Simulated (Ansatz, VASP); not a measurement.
Two plane-wave programs on CuAs

Contents of INCAR:

```
SYSTEM = CuAs
PREC = Accurate
ENCUT = 520
EDIFF = 1E-6
ISMEAR = 0
SIGMA = 0.15
LREAL = .FALSE.
LASPH = .TRUE.
NELM = 100
ALGO = Normal
ISIF = 2
LWAVE = .FALSE.
LCHARG = .TRUE.
LELF = .TRUE.
LVHAR = .TRUE.
NBANDS = 24
```

File KPOINTS:

```
regular mesh
0
G
  12 12 8
  0 0 0
```

POSCAR

```
CuAs
1.0
    4.0443000000      0.0000000000      0.0000000000
   -2.0221500000      3.5024665405      0.0000000000
    0.0000000000      0.0000000000      5.1171000000
Cu As
2 2
Direct
    0.0000000000      0.0000000000      0.5000000000
    0.0000000000      0.0000000000      0.0000000000
    0.6666666667      0.3333333333      0.7500000000
    0.3333333333      0.6666666667      0.2500000000
```

Input for Ansatz:

```yaml
crystal:
  lattice:
    - [4.0443, 0.0, 0.0]
    - [-2.02215, 3.5024665405, 0.0]
    - [0.0, 0.0, 5.1171]
  atoms:
    - { symbol: Cu, position: [0.0, 0.0, 0.5] }
    - { symbol: Cu, position: [0.0, 0.0, 0.0] }
    - { symbol: As, position: [0.6666666667, 0.3333333333, 0.75] }
    - { symbol: As, position: [0.3333333333, 0.6666666667, 0.25] }
basis:
  ecutwfc: 520.0
kpoints:
  mp_grid: { grid: [12, 12, 8] }
hamiltonian:
  xc: lda
scf:
  occupations: { method: gaussian, width: 0.15 }
output:
  forces: true
  stress: true
  eigenvalues: true
```

Alike in both runs: task single point; functional LDA; k mesh 12 × 12 × 8; occupations gaussian, width 0.15 eV; no spin polarisation.

```csv
,VASP,Ansatz
version,VASP 6.6.1,Ansatz 0.2.0
potentials or method,"VASP PAW LDA potentials, release 64 (Cu, As), cutoff 520 eV","scalar-relativistic, plane waves, PAW"
valence electrons in the cell,32,68
```

VASP gave:

| Item | Value |
| --- | --- |
| gap on the k mesh at the Fermi level (eV) | none |
| pressure (GPa) | -15.1 |
| traceless stress, the component that is largest in VASP (GPa) | 0.72 |

**Question.** Estimate Ansatz's values.

**Answer.** gap on the k mesh at the Fermi level (eV): none; pressure (GPa): -15.5; traceless stress, the component that is largest in VASP (GPa): 0.66.

LDA's correlation is that of Perdew and Zunger in VASP and of Perdew and Wang (1992) in Ansatz. A gap of «none» marks a metal or a gap that the smearing closes. VASP's potentials hold 32 valence electrons a cell and Ansatz's 68, so a difference there can come from the potentials and not from the codes.
